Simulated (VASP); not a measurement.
Runs of VASP 6.6.1 on Ga. The structure is that of space group P6_3/mmc (No. 194), or close to it. The cells are those of the table. 

```tsv
task	cell	k mesh	cutoff (eV)	gap on the mesh (eV)	pressure (GPa)	largest force (eV/Å)
single point	a = 5.806, b = 5.806, c = 4.190 Å, angles 90.0, 90.0, 120.0°, 6 atoms	6 × 6 × 10	520	none	0.0	-
single point	a = 5.819, b = 5.819, c = 4.140 Å, angles 90.0, 90.0, 120.0°, 6 atoms	3 × 3 × 6	520	none	0.3	0.02
relaxation of cell and atoms	relaxed from a = 5.935, b = 5.935, c = 3.448 Å, angles 90.0, 90.0, 120.0°, 6 atoms	3 × 3 × 6	600	none	0.0	0.01
single point	a = 5.935, b = 5.935, c = 3.448 Å, angles 90.0, 90.0, 120.0°, 6 atoms	3 × 3 × 6	520	none	(a)	0.70
```

Alike in all rows: level PBE; potentials or basis VASP PAW PBE potentials, release 64 (Ga_d); no spin polarisation; smearing gaussian 0.1 eV.

Estimate the missing entries.

(a) 10.7.

Caveats: some runs use coarse meshes.

A k mesh can miss the band edges, and the runs leave out spin-orbit coupling on Ga.

A gap of «none» marks levels without a gap at the run's occupations.
